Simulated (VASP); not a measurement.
**Rb3Sr: single point with LDA**

Crystal: Rb3Sr.

```
Sr Rb
1.0
    -3.41177    3.41177    6.93246
     3.41177   -3.41177    6.93246
     3.41177    3.41177   -6.93246
Sr Rb
1 3
Direct
  0.00425 0.00413 0.00733
  0.49679 0.49133 0.99086
  0.26036 0.74969 0.50886
  0.75445 0.25592 0.51154
```

* Program: VASP 6.6.1
* Task: single point
* Functional: LDA
* Potentials or basis: VASP PAW LDA potentials, release 64 (Sr_sv, Rb_sv)
* Cutoff: 520 eV
* k mesh: 3 × 3 × 4
* Occupations: methfessel-paxton, width 0.05 eV
* Spin: no spin polarisation
* Dipole correction: no
* Further INCAR settings: ALGO = Fast; EDIFF = 1e-06; NBANDS = 26

```json
{
 "Pressure": "-0.6 GPa",
 "Largest force": "0.037 eV/Å"
}
```

Forces in eV/Å, atoms in the order of the input:
```
Sr  -0.019 -0.003 -0.001
Rb   0.031  0.021  0.005
Rb   0.017 -0.026 -0.005
Rb  -0.029  0.008  0.001
```

Stress tensor (GPa, compression positive):
```
-0.56 -0.02 -0.02
-0.02 -0.56 -0.01
-0.02 -0.01 -0.64
```

Levels at points of the mesh, in eV from the Fermi level:
```csv
k point,band 16,band 17,band 18,band 19,band 20,band 21
"(0.00, 0.00, 0.00)",-12.67,-2.48,0.20,0.60,0.84,1.03
"(0.00, 0.00, 0.50)",-12.67,-1.08,-0.48,-0.20,-0.09,0.41
```

It took 6.3 min on 1 thread of AMD EPYC 9R45 96-Core Processor (Zen 5) (shared host), peak memory 0.45 GiB.
